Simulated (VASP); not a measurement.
# PbF2 (CdI2 type) (P-3m1) in VASP: notebook

Runs on PbF2 (CdI2 type). Level: PBE. Tasks: single point, relaxation of cell and atoms.

All numbers are computed with VASP 6.6.1; they aren't measurements. Logs are shortened: lines on timing, memory, paths and dates and some standing lists are left out, and cuts for length are marked.

## (1) The cell of the first run

Symmetry: P-3m1, No. 164, trigonal system. The conventional cell has a = 3.982 Å, b = 3.982 Å, c = 5.077 Å, α = 90.00°, β = 90.00°, γ = 120.00°. Within 3.3 Å of Pb (site symmetry -3m) lie 6 F at 2.51 Å. F (site symmetry 3m) has 3 Pb at 2.51 Å and 3 F at 3.05 Å within 3.3 Å.

## (2) Single point, PBE

The input, INCAR:

```
SYSTEM = PbF2
ALGO = Normal
EDIFF = 1E-7
ENCUT = 520
GGA = PE
ISIF = 2
ISMEAR = -1
LASPH = .TRUE.
LCHARG = .FALSE.
LREAL = .FALSE.
LWAVE = .FALSE.
NBANDS = 21
NELM = 60
PREC = Accurate
SIGMA = 0.05
```

The input, KPOINTS:

```
k-points
0
G
  14 14 8
  0 0 0
```

The input, POSCAR:

```
PbF2
1.0
    3.9817852790      0.0000000000      0.0000000000
   -1.9908926395      3.4483272041      0.0000000000
    0.0000000000      0.0000000000      5.0768288541
Pb F
1 2
Direct
    0.0000000000      0.0000000000      0.0000000000
    0.3333333333      0.6666666667      0.1972964231
    0.6666666667      0.3333333333      0.8027035769
```

Potentials or basis: VASP PAW PBE potentials, release 64 (Pb_d, F).

Run with:

```bash
$ cat potpaw_PBE.64/Pb_d/POTCAR potpaw_PBE.64/F/POTCAR > POTCAR
$ mpirun -np 1 vasp_std > vasp.out
```

OUTCAR:

```text
SYSTEM = PbF2
   EDIFF = 1E-7
   ENCUT = 520
   GGA = PE
   ISIF = 2
   ISMEAR = -1
   LASPH = .TRUE.
   LREAL = .FALSE.
   NELM = 60
   PREC = Accurate

 ion  position               nearest neighbor table
   1  0.000  0.000  0.000-   2 2.51   3 2.51   3 2.51   2 2.51   3 2.51   2 2.51
   2  0.333  0.667  0.197-   1 2.51   1 2.51   1 2.51
   3  0.667  0.333  0.803-   1 2.51   1 2.51   1 2.51

  LATTYP: Found a hexagonal cell.
 ALAT       =     3.9817852790
 C/A-ratio  =     1.2750132160

  Lattice vectors:

 A1 = (   3.9817852790,   0.0000000000,   0.0000000000)
 A2 = (  -1.9908926395,   3.4483272041,   0.0000000000)
 A3 = (   0.0000000000,   0.0000000000,   5.0768288541)

Analysis of symmetry for initial positions (statically):
=====================================================================
 Subroutine PRICEL returns:
 Original cell was already a primitive cell.

 Routine SETGRP: Setting up the symmetry group for a
 hexagonal supercell.

 Subroutine GETGRP returns: Found 12 space group operations
 (whereof 12 operations were pure point group operations)
 out of a pool of 24 trial point group operations.

The static configuration has the point symmetry D_3d.

Analysis of symmetry for dynamics (positions and initial velocities):
=====================================================================
 Subroutine PRICEL returns:
 Original cell was already a primitive cell.

 Routine SETGRP: Setting up the symmetry group for a
 hexagonal supercell.

 Subroutine GETGRP returns: Found 12 space group operations
 (whereof 12 operations were pure point group operations)
 out of a pool of 24 trial point group operations.

The dynamic configuration has the point symmetry D_3d.

 Subroutine INISYM returns: Found 12 space group operations
 (whereof 12 operations are pure point group operations),
 and found     1 'primitive' translations

----------------------------------------------------------------------------------------

                                     Primitive cell

  volume of cell :      69.7074

  direct lattice vectors                    reciprocal lattice vectors
     3.981785279  0.000000000  0.000000000     0.251143628  0.144997841  0.000000000
    -1.990892639  3.448327204  0.000000000     0.000000000  0.289995682  0.000000000
     0.000000000  0.000000000  5.076828854     0.000000000  0.000000000  0.196973353

  length of vectors
     3.981785279  3.981785279  5.076828854     0.289995682  0.289995682  0.196973353

[... 81 lines left out ...]
   NELM   =     60;   NELMIN=  2; NELMDL= -5     # of ELM steps
   EDIFF  = 0.1E-06   stopping-criterion for ELM
   LREAL  =      F    real-space projection
   EDIFFG = 0.1E-05   stopping-criterion for IOM
   NSW    =      0    number of steps for IOM
   IBRION =     -1    ionic relax: 0-MD 1-quasi-New 2-CG
   NFREE  =      0    steps in history (QN), initial steepest desc. (CG)
   ISIF   =      2    stress and relaxation
   ISYM   =      2    0-nonsym 1-usesym 2-fastsym
   POTIM  = 0.5000    time-step for ionic-motion
   TEBEG  =    0.0;   TEEND  =   0.0 temperature during run
   PSTRESS=    0.0 pullay stress
   NELECT =      28.0000    total number of electrons
   NUPDOWN=      -1.0000    fix difference up-down
   EMIN   =  10.00;   EMAX   =-10.00  energy-range for DOS
   EFERMI =   0.00;   METHOD = LEGACY
   ISMEAR =    -1;   SIGMA  =   0.05  broadening in eV -4-tet -1-fermi 0-gaus
   EFERMI_NEDOS =   21; number of points for ismear=-14 and -15
   IALGO  =     38    algorithm
   IMIX   =      4    mixing-type and parameters
     AMIX     =   0.40;   BMIX     =  1.00
     AMIX_MAG =   1.60;   BMIX_MAG =  1.00
  volume/ion in A,a.u.               =      23.24       156.80
  Fermi-wavevector in a.u.,A,eV,Ry     =   1.207910  2.282619 19.851533  1.459046
  Thomas-Fermi vector in A             =   2.343534
   LORBIT       =      0    0 simple, 1 ext, 2 COOP (PROOUT), +10 PAW based schemes
   GGA     = PE    functional components
   LHFCALC =     F    Hartree Fock is set to
   AEXX    =    0.0000 exact exchange contribution
   IVDW    =     0    specifies the selected vdW correction
   LEPSILON=     F    determine dielectric tensor
   LRPA    =     F    only Hartree local field effects (RPA)
 non-spin polarized calculation
  energy-cutoff  :      520.00
  volume of cell :       69.71
 maximum number of plane-waves:      1902
 NGX is ok and might be reduce to    30
   NGX = 15   NGY = 15   NGZ = 19

 number of electron      28.0000010 magnetization

 Free energy of the ion-electron system (eV)
  ---------------------------------------------------
  ext. energy  EPLUGINS =         0.00000000
  ---------------------------------------------------
  free energy    TOTEN  =       -13.94001071 eV

  energy without entropy =      -13.94001071  energy(sigma->0) =      -13.94001071

 E-fermi :   0.9593     XC(G=0):  -7.8331

 val. band max:       -0.2155585015   @ k =   0.3571   0.2857   0.5000
 cond. band min:       2.8322617891   @ k =   0.0000   0.0000   0.5000
 fundamental gap:      3.0478202906
 Fermi energy:         0.9592921065

 k-point     1 :       0.0000    0.0000    0.0000
  band No.  band energies     occupation
      1     -21.0804      2.00000
      2     -20.7332      2.00000
      3     -15.0994      2.00000
      4     -15.0453      2.00000
      5     -15.0453      2.00000
      6     -15.0043      2.00000
[... 565 lines left out ...]
     20      11.1318      0.00000
     21      13.4195      0.00000

 [... further k-points ...]

------------------------ aborting loop because EDIFF is reached ----------------------------------------

  FORCE on cell =-STRESS in cart. coord.  units (eV):
  Direction    XX          YY          ZZ          XY          YZ          ZX
  --------------------------------------------------------------------------------------
  -------------------------------------------------------------------------------------
  Total       -0.0576712     -0.0576712     -0.0678719      0.0000000     -0.0000000      0.0000000
  in kB       -1.3255347     -1.3255347     -1.5599904      0.0000000     -0.0000000      0.0000000
  external PRESSURE =      -1.4036866 kB  Pullay stress =       0.0000000 kB

 VOLUME and BASIS-vectors are now :
 -----------------------------------------------------------------------------
  energy-cutoff  :      520.00
  volume of cell :       69.71
      direct lattice vectors                 reciprocal lattice vectors
     3.981785279  0.000000000  0.000000000     0.251143628  0.144997841  0.000000000
    -1.990892639  3.448327204  0.000000000     0.000000000  0.289995682  0.000000000
     0.000000000  0.000000000  5.076828854     0.000000000  0.000000000  0.196973353

 POSITION                                       TOTAL-FORCE (eV/Angst)
 -----------------------------------------------------------------------------------
      0.00000      0.00000      0.00000         0.000000      0.000000      0.000000
     -0.00000      2.29888      1.00164         0.000000     -0.000000      0.005573
      1.99089      1.14944      4.07519        -0.000000      0.000000     -0.005573
 -----------------------------------------------------------------------------------
    total drift:                                0.000000      0.000000     -0.000000

  FREE ENERGIE OF THE ION-ELECTRON SYSTEM (eV)
  ---------------------------------------------------
  free  energy   TOTEN  =       -13.9400107105 eV

  energy  without entropy=      -13.9400107105  energy(sigma->0) =      -13.94001071
```

OSZICAR:

```text
N       E                     dE             d eps       ncg     rms          rms(c)
DAV:   1     0.298868232024E+03    0.29887E+03   -0.14238E+04  7077   0.140E+03
DAV:   2     0.139448503022E+02   -0.28492E+03   -0.26745E+03  7575   0.400E+02
DAV:   3    -0.152764471215E+02   -0.29221E+02   -0.28889E+02  8478   0.140E+02
DAV:   4    -0.161841601126E+02   -0.90771E+00   -0.90726E+00  7954   0.271E+01
DAV:   5    -0.162171323050E+02   -0.32972E-01   -0.32971E-01  9157   0.521E+00    0.833E+00
DAV:   6    -0.139889358442E+02    0.22282E+01   -0.10310E+01  9630   0.243E+01    0.296E+00
DAV:   7    -0.139628475934E+02    0.26088E-01   -0.52632E-01  7336   0.424E+00    0.169E+00
DAV:   8    -0.139413536138E+02    0.21494E-01   -0.14231E-01  7496   0.396E+00    0.548E-01
DAV:   9    -0.139387336346E+02    0.26200E-02   -0.21703E-02  9297   0.106E+00    0.126E-01
DAV:  10    -0.139400416563E+02   -0.13080E-02   -0.17140E-03  7205   0.395E-01    0.410E-02
DAV:  11    -0.139400040789E+02    0.37577E-04   -0.17395E-04  8509   0.118E-01    0.966E-03
DAV:  12    -0.139400103286E+02   -0.62497E-05   -0.22641E-05  7404   0.396E-02    0.508E-03
DAV:  13    -0.139400107632E+02   -0.43468E-06   -0.17679E-06  7501   0.136E-02    0.150E-03
DAV:  14    -0.139400107105E+02    0.52739E-07   -0.36712E-07  7116   0.651E-03
   1 F= -.13940011E+02 E0= -.13940011E+02  d E =-.109739E-10
```

Run time: 80 s. Hardware: 1 thread of Intel Xeon 6975P-C (Granite Rapids), shared host; peak memory 0.34 GiB.

What came out:

```yaml
Free_energy: -13.9400 eV
Pressure: -0.1 GPa
Largest_force: 0.006 eV/Å
Band_gap_on_the_k_mesh: 3.05 eV (least direct gap 4.19 eV)
```

Forces on the atoms (eV/Å):
```
Pb   0.000  0.000  0.000
F    0.000  0.000  0.006
F    0.000  0.000 -0.006
```

Levels at points of the mesh, in eV from the valence-band top:
| k point | band 12 | band 13 | band 14 | band 15 | band 16 | band 17 |
| --- | --- | --- | --- | --- | --- | --- |
| (0.00, 0.00, 0.00) | -2.16 | -1.63 | -1.60 | 4.15 | 7.51 | 7.51 |
| (0.50, 0.00, 0.00) | -1.83 | -1.70 | -0.15 | 4.54 | 6.04 | 7.96 |
| (0.00, 0.00, 0.50) | -2.13 | -1.99 | -1.14 | 3.05 | 7.55 | 7.55 |
| (0.50, 0.00, 0.50) | -1.88 | -1.76 | -0.17 | 4.26 | 5.65 | 7.99 |

Caveat: spin-orbit coupling is left out, which moves the levels of the heavy elements.

## (3) Relaxation of cell and atoms, PBE

This run uses another cell than the first one, of 15.79 Å³/atom.

The input, INCAR:

```
PREC     = Accurate       # precision mode
ENCUT    = 600            # plane-wave cutoff, eV
EDIFF    = 1E-6           # SCF threshold, eV
ISMEAR   = -1             # smearing method
SIGMA    = 0.05           # smearing width, eV
LREAL    = F              # projectors in reciprocal space
LASPH    = T              # aspherical terms in the spheres
NELM     = 60             # most SCF steps
ALGO     = Normal         # electronic algorithm
ISIF     = 3              # what is computed and relaxed
LWAVE    = F              # write WAVECAR
LCHARG   = F              # write CHGCAR
GGA      = PE             # functional
IBRION   = 2              # ionic algorithm
NSW      = 100            # ionic steps
EDIFFG   = -0.005         # ionic threshold
```

The input, KPOINTS:

```
Automatic mesh
0
Gamma
  14 14 8
```

The input, POSCAR:

```
PbF2
1.0
    3.2455912937      0.0000000000      0.0000000000
   -1.6227956468      2.8107645106      0.0000000000
    0.0000000000      0.0000000000      5.1929460699
Pb F
1 2
Direct
    0.0000000000      0.0000000000      0.0000000000
    0.3333333333      0.6666666667      0.2500000000
    0.6666666667      0.3333333333      0.7500000000
```

Potentials or basis: VASP PAW PBE potentials, release 64 (Pb_d, F).

Run with:

```bash
$ cat potpaw_PBE.64/Pb_d/POTCAR potpaw_PBE.64/F/POTCAR > POTCAR
$ mpirun -np 1 vasp_std > vasp.out
```

OUTCAR:

```text
PREC = Accurate
   ENCUT = 600
   EDIFF = 1E-6
   ISMEAR = -1
   LREAL = F
   LASPH = T
   NELM = 60
   ISIF = 3
   GGA = PE
   IBRION = 2
   NSW = 100
   EDIFFG = -0.005

 ion  position               nearest neighbor table
   1  0.000  0.000  0.000-   2 2.28   3 2.28   2 2.28   3 2.28   3 2.28   2 2.28
   2  0.333  0.667  0.250-   1 2.28   1 2.28   1 2.28
   3  0.667  0.333  0.750-   1 2.28   1 2.28   1 2.28

  LATTYP: Found a hexagonal cell.
 ALAT       =     3.2455912937
 C/A-ratio  =     1.6000000000

  Lattice vectors:

 A1 = (   3.2455912937,   0.0000000000,   0.0000000000)
 A2 = (  -1.6227956468,   2.8107645106,   0.0000000000)
 A3 = (   0.0000000000,   0.0000000000,   5.1929460699)

Analysis of symmetry for initial positions (statically):
[... 180 lines left out ...]
 val. band max:        3.9260944297   @ k =   0.3571   0.2857   0.5000
 cond. band min:       6.5972042417   @ k =   0.0000   0.0000   0.5000
 fundamental gap:      2.6711098120
 Fermi energy:         5.0337122913
[... 1121 lines left out ...]
  FREE ENERGIE OF THE ION-ELECTRON SYSTEM (eV)
  ---------------------------------------------------
  free  energy   TOTEN  =       -13.3886807513 eV

  energy  without entropy=      -13.3886807512  energy(sigma->0) =      -13.38868075

[... ionic steps 4 to 24 ...]

--------------------------------------- Ionic step       25  -------------------------------------------

 number of electron      28.0000008 magnetization

------------------------ aborting loop because EDIFF is reached ----------------------------------------
[... 69 lines left out ...]
--------------------------------------- Ionic step       27  -------------------------------------------

 number of electron      28.0000008 magnetization

 Free energy of the ion-electron system (eV)
  ---------------------------------------------------
  ext. energy  EPLUGINS =         0.00000000
  ---------------------------------------------------
  free energy    TOTEN  =       -13.84208249 eV

  energy without entropy =      -13.84208249  energy(sigma->0) =      -13.84208249

 E-fermi :   1.7861     XC(G=0):  -8.4606

 val. band max:        0.6824213695   @ k =   0.3571   0.2857   0.5000
 cond. band min:       3.6086565912   @ k =   0.0000   0.0000   0.5000
 fundamental gap:      2.9262352217
 Fermi energy:         1.7861372197
[... 534 lines left out ...]
  FREE ENERGIE OF THE ION-ELECTRON SYSTEM (eV)
  ---------------------------------------------------
  free  energy   TOTEN  =       -13.8420824880 eV

  energy  without entropy=      -13.8420824880  energy(sigma->0) =      -13.84208249

 reached required accuracy - stopping structural energy minimisation
```

OSZICAR:

```text
N       E                     dE             d eps       ncg     rms          rms(c)
DAV:   1     0.337447368876E+03    0.33745E+03   -0.16658E+04  6052   0.205E+03
DAV:   2     0.171157615866E+02   -0.32033E+03   -0.30920E+03  6796   0.504E+02
[... 235 lines left out ...]
  26 F= -.13842065E+02 E0= -.13842065E+02  d E =0.133449E-04
       N       E                     dE             d eps       ncg     rms          rms(c)
DAV:   1    -0.138423758609E+02   -0.30999E-03   -0.79684E-03  7742   0.131E+00    0.123E-01
DAV:   2    -0.138421104122E+02    0.26545E-03   -0.12647E-03  6378   0.361E-01    0.272E-02
DAV:   3    -0.138420854884E+02    0.24924E-04   -0.73778E-05  7726   0.138E-01    0.125E-02
DAV:   4    -0.138420817467E+02    0.37417E-05   -0.21605E-05  7880   0.716E-02    0.410E-03
DAV:   5    -0.138420824880E+02   -0.74130E-06   -0.26255E-06  4844   0.217E-02
  27 F= -.13842082E+02 E0= -.13842082E+02  d E =-.411510E-05
```

Wall time 14 min (1 thread of Intel Xeon 6975P-C (Granite Rapids), shared host); peak memory 0.33 GiB.

What came out:

| Quantity | Value |
| --- | --- |
| Free energy | -13.8421 eV |
| Relaxed volume | 20.65 Å³/atom |
| Relaxed cell | a = 3.900 Å, b = 3.900 Å, c = 4.704 Å, α = 90.00°, β = 90.00°, γ = 120.00° |
| Space group after relaxing (to 0.1 Å) | P-3m1 (No. 164) |
| Energy gained by relaxing | 603.8 meV/atom |
| Ionic steps | 27 |
| Pressure after relaxing | 0.0 GPa |
| Band gap on the k mesh | 2.93 eV (least direct gap 3.94 eV) |

Step by step:
```
step  energy change (eV)  largest force (eV/Å)  pressure (GPa)  volume (Å³)
   1              0.0000                2.2989           33.73        47.37
   2             -0.9016                1.8014           -8.99        73.86
   3             -1.3581                0.9194            0.07        61.41
   4             -1.3579                0.9542           -0.27        61.72
   5             -1.5596                0.7620           -0.74        62.69
   6             -1.7534                0.4150           -4.03        64.46
   7             -1.7548                0.4703           -3.24        64.23
   8             -1.7914                0.0990            2.53        59.44
   9             -1.8024                0.0963            0.46        60.94
  10             -1.8079                0.0658            0.25        61.01
  11             -1.8111                0.0230           -0.11        61.09
  12             -1.8111                0.0072            0.17        60.90
  13             -1.8112                0.0079            0.04        60.99
  14             -1.8112                0.0070            0.02        61.03
  15             -1.8113                0.0052            0.01        61.15
  16             -1.8114                0.0013           -0.01        61.40
  17             -1.8114                0.0058           -0.07        61.90
  18             -1.8114                0.0032           -0.04        61.68
  19             -1.8115                0.0092            0.04        61.68
  20             -1.8115                0.0091            0.06        61.68
  21             -1.8115                0.0095            0.06        61.68
  22             -1.8115                0.0065            0.05        61.76
  23             -1.8115                0.0030            0.05        61.88
  24             -1.8114                0.0053            0.00        62.13
  25             -1.8115                0.0022            0.05        61.92
  26             -1.8115                0.0065           -0.09        62.01
  27             -1.8115                0.0011            0.00        61.95
```

Final structure:
```cif
data_structure
_symmetry_space_group_name_H-M 'P 1'
_symmetry_Int_Tables_number 1
_cell_length_a 3.8998
_cell_length_b 3.8998
_cell_length_c 4.7038
_cell_angle_alpha 90.000
_cell_angle_beta 90.000
_cell_angle_gamma 120.000
_cell_volume 61.95
loop_
_atom_site_label
_atom_site_type_symbol
_atom_site_fract_x
_atom_site_fract_y
_atom_site_fract_z
_atom_site_occupancy
Pb1 Pb 0.00000 0.00000 0.00000 1
F1 F 0.33333 0.66667 0.22560 1
F2 F 0.66667 0.33333 0.77440 1
```

Caveat: the volume moved by over 15 % at a fixed basis, so the end points are rough; spin-orbit coupling is left out, which moves the levels of the heavy elements. A k mesh can miss the band edges.
